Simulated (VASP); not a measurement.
# Cu (I4/mmm) in VASP: further runs

Runs on Cu. Level: PBEsol. Tasks: single point.

All numbers are computed with VASP 6.6.1; they aren't measurements. Logs are shortened: lines on timing, memory, paths and dates and some standing lists are left out, and cuts for length are marked.

**1. The cell of the first run**

The structure is tetragonal, space group I4/mmm (No. 139). The conventional cell has a = 2.806 Å, b = 2.806 Å, c = 2.677 Å, α = 90.00°, β = 90.00°, γ = 90.00°. Cu (site symmetry 4/mmm) has 14 Cu at 2.39 to 2.81 Å within 3.2 Å.

**2. Single point, PBEsol**

Contents of INCAR:

```
SYSTEM = Cu
PREC     = Accurate       ! precision mode
ENCUT    = 520            ! plane-wave cutoff, eV
EDIFF    = 1E-7           ! SCF threshold, eV
ISMEAR   = 1              ! smearing method
SIGMA    = 0.1            ! smearing width, eV
LREAL    = .False.        ! projectors in reciprocal space
LASPH    = .True.         ! aspherical terms in the spheres
NELM     = 100            ! most SCF steps
ALGO     = Normal         ! electronic algorithm
ISIF     = 2              ! what is computed and relaxed
LWAVE    = .False.        ! write WAVECAR
LCHARG   = .False.        ! write CHGCAR
GGA      = PS             ! functional
NBANDS   = 12             ! bands
```

Contents of KPOINTS:

```
regular mesh
0
Gamma
  14 14 14
  0 0 0
```

Contents of POSCAR:

```
Cu
1.0
   -1.4032446616      1.4032446616      1.3383614422
    1.4032446616     -1.4032446616      1.3383614422
    1.4032446616      1.4032446616     -1.3383614422
Cu
1
Direct
    0.0000000000      0.0000000000      0.0000000000
```

Potentials or basis: VASP PAW PBE potentials, release 64 (Cu).

Command:

```console
> cat potpaw_PBE.64/Cu/POTCAR > POTCAR
> mpirun -np 1 vasp_std > vasp.out
```

OUTCAR:

```text
SYSTEM = Cu
   PREC = Accurate
   ENCUT = 520
   EDIFF = 1E-7
   ISMEAR = 1
   LREAL = .False.
   LASPH = .True.
   NELM = 100
   ISIF = 2
   GGA = PS

 ion  position               nearest neighbor table
   1  0.000  0.000  0.000-

  LATTYP: Found a body centered tetragonal cell.
 ALAT       =     2.8064893232
 C/A-ratio  =     0.9537620052

  Lattice vectors:

 A1 = (  -1.4032446616,   1.4032446616,   1.3383614422)
 A2 = (   1.4032446616,  -1.4032446616,   1.3383614422)
 A3 = (   1.4032446616,   1.4032446616,  -1.3383614422)

Analysis of symmetry for initial positions (statically):
=====================================================================
 Subroutine PRICEL returns:
 Original cell was already a primitive cell.

 Routine SETGRP: Setting up the symmetry group for a
 body centered tetragonal supercell.

 Subroutine GETGRP returns: Found 16 space group operations
 (whereof 16 operations were pure point group operations)
 out of a pool of 16 trial point group operations.

The static configuration has the point symmetry D_4h.

Analysis of symmetry for dynamics (positions and initial velocities):
=====================================================================
 Subroutine PRICEL returns:
 Original cell was already a primitive cell.

 Routine SETGRP: Setting up the symmetry group for a
 body centered tetragonal supercell.

 Subroutine GETGRP returns: Found 16 space group operations
 (whereof 16 operations were pure point group operations)
 out of a pool of 16 trial point group operations.

The dynamic configuration has the point symmetry D_4h.

 Subroutine INISYM returns: Found 16 space group operations
 (whereof 16 operations are pure point group operations),
 and found     1 'primitive' translations

----------------------------------------------------------------------------------------

                                     Primitive cell

  volume of cell :      10.5414

  direct lattice vectors                    reciprocal lattice vectors
    -1.403244662  1.403244662  1.338361442     0.000000000  0.356317051  0.373591157
     1.403244662 -1.403244662  1.338361442     0.356317051  0.000000000  0.373591157
     1.403244662  1.403244662 -1.338361442     0.356317051  0.356317051  0.000000000

  length of vectors
     2.393617035  2.393617035  2.393617035     0.516267560  0.516267560  0.503908406

  position of ions in fractional coordinates (direct lattice)
     0.000000000  0.000000000  0.000000000

  ion indices of the primitive-cell ions
   primitive index   ion index
                 1           1

----------------------------------------------------------------------------------------

 KPOINTS: regular mesh

Automatic generation of k-mesh.
 Grid dimensions read from file:
 generate k-points for:   14   14   14

 Generating k-lattice:

  Cartesian coordinates                     Fractional coordinates (reciprocal lattice)
     0.000000000  0.025451218  0.026685083     0.071428571  0.000000000 -0.000000000
     0.025451218  0.000000000  0.026685083     0.000000000  0.071428571 -0.000000000
     0.025451218  0.025451218  0.000000000     0.000000000  0.000000000  0.071428571

  Length of vectors
     0.036876254  0.036876254  0.035993458

  Shift w.r.t. Gamma in fractional coordinates (k-lattice)
     0.000000000  0.000000000  0.000000000

 Subroutine IBZKPT returns following result:
 ===========================================

 Found    244 irreducible k-points:

 Following reciprocal coordinates:
            Coordinates               Weight
  0.000000  0.000000  0.000000      1.000000
  0.071429  0.000000  0.000000      8.000000
  0.142857  0.000000 -0.000000      8.000000
  0.214286  0.000000  0.000000      8.000000
  0.285714  0.000000  0.000000      8.000000
  0.357143  0.000000 -0.000000      8.000000
[... 16 lines left out ...]
  0.214286  0.142857 -0.000000     16.000000
  0.285714  0.142857 -0.000000     16.000000
 [... further k-points ...]
   k-points           NKPTS =    244   k-points in BZ     NKDIM =    244   number of bands    NBANDS=     12
   number of dos      NEDOS =    301   number of ions     NIONS =      1
   total plane-waves  NPLWV =   5832
   dimension x,y,z NGX =    18 NGY =   18 NGZ =   18
   dimension x,y,z NGXF=    36 NGYF=   36 NGZF=   36
   ions per type =               1
   NGX,Y,Z   is equivalent  to a cutoff of  12.50, 12.50, 12.50 a.u.
   NGXF,Y,Z  is equivalent  to a cutoff of  25.00, 25.00, 25.00 a.u.
 SYSTEM =  Cu
   PREC   = accura    normal or accurate (medium, high low for compatibility)
   ISTART =      0    job   : 0-new  1-cont  2-samecut
   ICHARG =      2    charge: 1-file 2-atom 10-const
   ISPIN  =      1    spin polarized calculation?
   LNONCOLLINEAR =      F non collinear calculations
   LSORBIT =      F    spin-orbit coupling
   LASPH  =      T    aspherical Exc in radial PAW
   ENCUT  =  520.0 eV  38.22 Ry    6.18 a.u.   4.45  4.45  4.45*2*pi/ulx,y,z
   NELM   =    100;   NELMIN=  2; NELMDL= -5     # of ELM steps
   EDIFF  = 0.1E-06   stopping-criterion for ELM
   LREAL  =      F    real-space projection
   EDIFFG = 0.1E-05   stopping-criterion for IOM
   NSW    =      0    number of steps for IOM
   IBRION =     -1    ionic relax: 0-MD 1-quasi-New 2-CG
   NFREE  =      0    steps in history (QN), initial steepest desc. (CG)
   ISIF   =      2    stress and relaxation
   ISYM   =      2    0-nonsym 1-usesym 2-fastsym
   POTIM  = 0.5000    time-step for ionic-motion
   TEBEG  =    0.0;   TEEND  =   0.0 temperature during run
   PSTRESS=    0.0 pullay stress
   NELECT =      11.0000    total number of electrons
   NUPDOWN=      -1.0000    fix difference up-down
   EMIN   =  10.00;   EMAX   =-10.00  energy-range for DOS
   EFERMI =   0.00;   METHOD = LEGACY
   ISMEAR =     1;   SIGMA  =   0.10  broadening in eV -4-tet -1-fermi 0-gaus
   EFERMI_NEDOS =   21; number of points for ismear=-14 and -15
   IALGO  =     38    algorithm
   IMIX   =      4    mixing-type and parameters
     AMIX     =   0.40;   BMIX     =  1.00
     AMIX_MAG =   1.60;   BMIX_MAG =  1.00
  volume/ion in A,a.u.               =      10.54        71.14
  Fermi-wavevector in a.u.,A,eV,Ry     =   1.660500  3.137891 37.514822  2.757262
  Thomas-Fermi vector in A             =   2.747726
   LORBIT       =      0    0 simple, 1 ext, 2 COOP (PROOUT), +10 PAW based schemes
   GGA     = PS    functional components
   LHFCALC =     F    Hartree Fock is set to
   AEXX    =    0.0000 exact exchange contribution
   IVDW    =     0    specifies the selected vdW correction
   LEPSILON=     F    determine dielectric tensor
   LRPA    =     F    only Hartree local field effects (RPA)
 non-spin polarized calculation
 Methfessel and Paxton  Order N= 1 SIGMA  =   0.10
  energy-cutoff  :      520.00
  volume of cell :       10.54
 maximum number of plane-waves:       301
 NGX is ok and might be reduce to    18
   NGX =  9   NGY =  9   NGZ =  9

 number of electron      11.0000003 magnetization

 Free energy of the ion-electron system (eV)
  ---------------------------------------------------
  ext. energy  EPLUGINS =         0.00000000
  ---------------------------------------------------
  free energy    TOTEN  =        -4.22412211 eV

  energy without entropy =       -4.22375799  energy(sigma->0) =       -4.22400073

 E-fermi :   8.9301     XC(G=0): -13.5879

 val. band max:        8.9222340000   @ k =   0.5000   0.3571   0.0000
 cond. band min:       8.9433634635   @ k =   0.5000   0.2143   0.1429
 fundamental gap:      0.0211294635
 Fermi energy:         8.9301332262

 k-point     1 :       0.0000    0.0000    0.0000
  band No.  band energies     occupation
      1      -1.3955      2.00000
      2       5.2507      2.00000
      3       5.4724      2.00000
      4       5.4724      2.00000
      5       6.4653      2.00000
      6       6.7061      2.00000
      7      34.5652      0.00000
      8      34.5652      0.00000
      9      35.8449      0.00000
     10      39.1435      0.00000
     11      39.7664      0.00000
     12      39.7679      0.00000

 k-point     2 :       0.0714    0.0000    0.0000
  band No.  band energies     occupation
      1      -1.1785      2.00000
      2       5.2580      2.00000
      3       5.4653      2.00000
      4       5.5078      2.00000
      5       6.4653      2.00000
      6       6.6724      2.00000
      7      33.2841      0.00000
      8      34.1264      0.00000
      9      34.5796      0.00000
     10      37.3555      0.00000
     11      37.9599      0.00000
     12      38.4679      0.00000

 k-point     3 :       0.1429    0.0000   -0.0000
  band No.  band energies     occupation
      1      -0.5420      2.00000
      2       5.1698      2.00000
      3       5.4280      2.00000
      4       5.7235      2.00000
      5       6.4620      2.00000
      6       6.6158      2.00000
      7      29.7489      0.00000
      8      32.6742      0.00000
      9      33.2109      0.00000
     10      34.8796      0.00000
     11      36.6297      0.00000
     12      38.6508      0.00000
[... 286 lines left out ...]
 k-point    23 :       0.2143    0.1429   -0.0000
  band No.  band energies     occupation
      1       2.2096      2.00000
      2       4.8385      2.00000
      3       5.0363      2.00000
      4       6.3810      2.00000
      5       6.8034      2.00000
      6       7.0536      2.00000
      7      22.1601      0.00000
      8      24.6121      0.00000
      9      28.8682      0.00000
     10      34.4068      0.00000
     11      37.8860      0.00000
     12      40.0784      0.00000

 k-point    24 :       0.2857    0.1429   -0.0000
  band No.  band energies     occupation
      1       3.1199      2.00000
      2       4.6583      2.00000
      3       5.2785      2.00000
      4       6.4407      2.00000
      5       6.9034      2.00000
      6       7.8939      2.00000
      7      18.6402      0.00000
      8      23.4029      0.00000
      9      27.8017      0.00000
     10      33.9682      0.00000
     11      38.5828      0.00000
     12      40.3409      0.00000

 [... further k-points ...]

------------------------ aborting loop because EDIFF is reached ----------------------------------------

  FORCE on cell =-STRESS in cart. coord.  units (eV):
  Direction    XX          YY          ZZ          XY          YZ          ZX
  --------------------------------------------------------------------------------------
  -------------------------------------------------------------------------------------
  Total        1.0273554      1.0273554      1.0123578      0.0000000      0.0000000      0.0000000
  in kB      156.1460851    156.1460851    153.8666166      0.0000000      0.0000000      0.0000000
  external PRESSURE =     155.3862623 kB  Pullay stress =       0.0000000 kB

 VOLUME and BASIS-vectors are now :
 -----------------------------------------------------------------------------
  energy-cutoff  :      520.00
  volume of cell :       10.54
      direct lattice vectors                 reciprocal lattice vectors
    -1.403244662  1.403244662  1.338361442     0.000000000  0.356317051  0.373591157
     1.403244662 -1.403244662  1.338361442     0.356317051  0.000000000  0.373591157
     1.403244662  1.403244662 -1.338361442     0.356317051  0.356317051  0.000000000

 POSITION                                       TOTAL-FORCE (eV/Angst)
 -----------------------------------------------------------------------------------
      0.00000      0.00000      0.00000         0.000000     -0.000000      0.000000
 -----------------------------------------------------------------------------------
    total drift:                                0.000000     -0.000000      0.000000

  FREE ENERGIE OF THE ION-ELECTRON SYSTEM (eV)
  ---------------------------------------------------
  free  energy   TOTEN  =        -4.2241221059 eV

  energy  without entropy=       -4.2237579929  energy(sigma->0) =       -4.22400073
```

Wall time 34 s (1 thread of AMD EPYC 7R43 (Zen 3), shared host); peak memory 0.1 GiB.

Results:

```
Free energy : -4.2241 eV
Pressure    : 15.5 GPa
```

Stress tensor (GPa, compression positive):
```
15.61  0.00  0.00
 0.00 15.61  0.00
 0.00  0.00 15.39
```

Caveat: the PAW data sets were made with another functional, which shifts forces and pressure a little.

**3. Single point, PBEsol**

This run uses another cell than the first one, of 10.85 Å³/atom, 1.029 times its volume.

Contents of INCAR:

```
PREC     = Accurate       # precision mode
ENCUT    = 520            # plane-wave cutoff, eV
EDIFF    = 1E-7           # SCF threshold, eV
ISMEAR   = 1              # smearing method
SIGMA    = 0.1            # smearing width, eV
LREAL    = F              # projectors in reciprocal space
LASPH    = T              # aspherical terms in the spheres
NELM     = 100            # most SCF steps
ALGO     = Normal         # electronic algorithm
ISIF     = 2              # what is computed and relaxed
LWAVE    = F              # write WAVECAR
LCHARG   = F              # write CHGCAR
GGA      = PS             # functional
NBANDS   = 12             # bands
```

Contents of KPOINTS:

```
regular mesh
0
Gamma
  14 14 14
```

Contents of POSCAR:

```
Cu
1.0
   -1.4166736561      1.4166736561      1.3511695070
    1.4166736561     -1.4166736561      1.3511695070
    1.4166736561      1.4166736561     -1.3511695070
Cu
1
Direct
    0.0000000000      0.0000000000      0.0000000000
```

Potentials or basis: VASP PAW PBE potentials, release 64 (Cu).

Command:

```console
> cat potpaw_PBE.64/Cu/POTCAR > POTCAR
> mpirun -np 1 vasp_std > vasp.out
```

Run time: 40 s. Hardware: 1 thread of AMD EPYC 7R43 (Zen 3), shared host; peak memory 0.1 GiB.

The run converged. Its results:

```yaml
Free_energy: -4.2478 eV
Pressure: 9.3 GPa
```

Stress tensor (GPa, compression positive):
```
9.38 0.00 0.00
0.00 9.38 0.00
0.00 0.00 9.01
```

Levels at points of the mesh, in eV from the Fermi level:
| k point | band 3 | band 4 | band 5 | band 6 | band 7 | band 8 | band 9 | band 10 |
| --- | --- | --- | --- | --- | --- | --- | --- | --- |
| (0.00, 0.00, 0.00) | -3.35 | -3.35 | -2.39 | -2.16 | 25.37 | 25.37 | 26.64 | 29.76 |
| (0.50, 0.00, 0.00) | -2.29 | -2.05 | -1.43 | -0.74 | 4.97 | 17.75 | 18.09 | 21.99 |
| (0.50, 0.50, 0.00) | -2.47 | -2.20 | -1.46 | -1.12 | 4.43 | 19.02 | 19.58 | 23.19 |
| (0.50, 0.50, 0.50) | -1.65 | -1.65 | -1.59 | 7.90 | 7.90 | 9.81 | 13.73 | 14.45 |

Caveat: the PAW data sets were made with another functional, which shifts forces and pressure a little.

**4. Single point, PBEsol**

This run uses another cell than the first one, of 11.15 Å³/atom, 1.058 times its volume.

Contents of INCAR:

```
PREC = Accurate ; ENCUT = 520
EDIFF = 1E-6 ; ISMEAR = 1
SIGMA = 0.1 ; LREAL = F
LASPH = T ; NELM = 100
ALGO = Normal ; ISIF = 2
LWAVE = F ; LCHARG = F
GGA = PS ; NBANDS = 12
```

Contents of KPOINTS:

```
Automatic mesh
0
Gamma
  14 14 14
```

Contents of POSCAR:

```
Cu
1.0
   -1.4298527725      1.4298527725      1.3637392475
    1.4298527725     -1.4298527725      1.3637392475
    1.4298527725      1.4298527725     -1.3637392475
Cu
1
Direct
    0.0000000000      0.0000000000      0.0000000000
```

Command:

```console
> cat potpaw_PBE.64/Cu/POTCAR > POTCAR
> mpirun -np 1 vasp_std > vasp.out
```

Wall time 41 s (1 thread of AMD EPYC 7R43 (Zen 3), shared host); peak memory 0.11 GiB.

Results (log left out):

```yaml
Free_energy: -4.2604 eV
Pressure: 3.9 GPa
```

Stress tensor (GPa, compression positive):
```
4.07 0.00 0.00
0.00 4.07 0.00
0.00 0.00 3.54
```

Levels at points of the mesh, in eV from the Fermi level:
```tsv
k point	band 4	band 5	band 6	band 7	band 8	band 9
(0.00, 0.00, 0.00)	-3.24	-2.33	-2.11	25.11	25.11	26.36
(0.50, 0.00, 0.00)	-2.00	-1.41	-0.66	4.82	17.53	17.75
(0.50, 0.50, 0.00)	-2.14	-1.43	-1.03	4.28	18.79	19.20
(0.50, 0.50, 0.50)	-1.61	-1.56	7.79	7.79	9.66	13.53
```

Caveat: the PAW data sets were made with another functional, which shifts forces and pressure a little.

**5. Single point, PBEsol**

This run uses another cell than the first one, of 11.46 Å³/atom, 1.087 times its volume.

Contents of INCAR:

```
SYSTEM = Cu
  ALGO = Normal
  EDIFF = 1E-6
  ENCUT = 520
  GGA = PS
  ISIF = 2
  ISMEAR = 1
  LASPH = .True.
  LCHARG = .False.
  LREAL = .False.
  LWAVE = .False.
  NBANDS = 12
  NELM = 60
  PREC = Accurate
  SIGMA = 0.1
```

Contents of KPOINTS:

```
k-points
0
Gamma
  14 14 14
  0 0 0
```

Contents of POSCAR:

```
Cu
1.0
   -1.4427933200      1.4427933200      1.3760814500
    1.4427933200     -1.4427933200      1.3760814500
    1.4427933200      1.4427933200     -1.3760814500
Cu
1
Direct
    0.0000000000      0.0000000000      0.0000000000
```

Command:

```console
> cat potpaw_PBE.64/Cu/POTCAR > POTCAR
> mpirun -np 1 vasp_std > vasp.out
```

It took 32 s on 1 thread of AMD EPYC 7R43 (Zen 3), shared host; peak memory 0.1 GiB.

The run converged. Its results:

| Property | Result |
| --- | --- |
| Free energy | -4.2635 eV |
| Pressure | -0.7 GPa |

Stress tensor (GPa, compression positive):
```
-0.51  0.00  0.00
 0.00 -0.51  0.00
 0.00  0.00 -1.11
```

Levels at points of the mesh, in eV from the Fermi level:
```
           k point  band 3  band 4  band 5  band 6  band 7  band 8  band 9  band 10
(0.00, 0.00, 0.00)   -3.14   -3.14   -2.26   -2.05   24.85   24.85   26.09    28.88
(0.50, 0.00, 0.00)   -2.17   -1.95   -1.38   -0.58    4.67   17.32   17.42    21.32
(0.50, 0.50, 0.00)   -2.34   -2.09   -1.41   -0.95    4.15   18.57   18.84    22.49
(0.50, 0.50, 0.50)   -1.58   -1.58   -1.53    7.68    7.68    9.53   13.34    13.97
```

Caveat: the PAW data sets were made with another functional, which shifts forces and pressure a little.

**6. The runs side by side**

```csv
cell,gap on the mesh (eV),pressure (GPa)
"a = 2.394 Å, angles 108.2, 108.2, 112.0°, 1 atom",none,15.5
"a = 2.417 Å, angles 108.2, 108.2, 112.0°, 1 atom",none,9.3
"a = 2.439 Å, angles 108.2, 108.2, 112.0°, 1 atom",none,3.9
"a = 2.461 Å, angles 108.2, 108.2, 112.0°, 1 atom",none,-0.7
```

Alike in all rows: task single point; level PBEsol; potentials or basis VASP PAW PBE potentials, release 64 (Cu); no spin polarisation; k mesh 14 × 14 × 14; cutoff (eV) 520; smearing methfessel-paxton 0.1 eV.

Caveats: the PAW data sets were made with another functional, which shifts forces and pressure a little.

Absolute energies hang on the potentials; compare differences alone.
